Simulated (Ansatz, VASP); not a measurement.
**One calculation of Ge, two programs**

```
CELL_PARAMETERS angstrom
0.00000 2.13786 2.13786
2.13786 0.00000 2.13786
2.13786 2.13786 0.00000
ATOMIC_POSITIONS crystal
Ge 0.00000 0.00000 0.00000
```

Alike in both runs: functional PBE; k mesh 16 × 16 × 16; occupations gaussian, width 0.1 eV; no spin polarisation.

Ansatz relaxed the structure, and its values are those at the end. VASP's run is a single point on that final structure, the one shown.

|  | VASP | Ansatz |
| --- | --- | --- |
| version | VASP 6.6.1 | Ansatz 0.2.0 |
| potentials or method | VASP PAW PBE potentials, release 64 (Ge_d), cutoff 520 eV | scalar-relativistic, plane waves, PAW |
| valence electrons in the cell | 14 | 14 |

Ansatz gave:

```
gap on the k mesh at the Fermi level (eV) : none
pressure (GPa)                            : 0.1
```

Q: Estimate VASP's values.

A: gap on the k mesh at the Fermi level (eV): none; pressure (GPa): 0.0.

A gap of «none» marks a metal or a gap that the smearing closes.
